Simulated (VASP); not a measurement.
Runs of VASP 6.6.1 on B. The structure is that of space group Fd-3m (No. 227), or close to it. The cells are those of the table. 

```csv
cell,k mesh,gap on the mesh (eV),pressure (GPa)
"a = 2.891 Å, angles 60.0°, 2 atoms",15 × 15 × 15,none,0.0
"a = 2.891 Å, angles 60.0°, 2 atoms",22 × 22 × 22,none,0.0
"a = 2.966 Å, angles 60.0°, 2 atoms",15 × 15 × 15,none,(a)
"a = 2.812 Å, angles 60.0°, 2 atoms",15 × 15 × 15,none,15.9
"a = 2.891 Å, angles 60.0°, 2 atoms",13 × 13 × 13,none,0.0
```

Alike in all rows: task single point; level BLYP; potentials or basis VASP PAW PBE potentials, release 64 (B); no spin polarisation; cutoff (eV) 520; smearing fermi-dirac 0.1 eV.

Task: Fill in the values left out.

Result: (a) -11.0.

Caveats: the PAW data sets were made with another functional, which shifts forces and pressure a little.

A gap of «none» marks levels without a gap at the run's occupations.
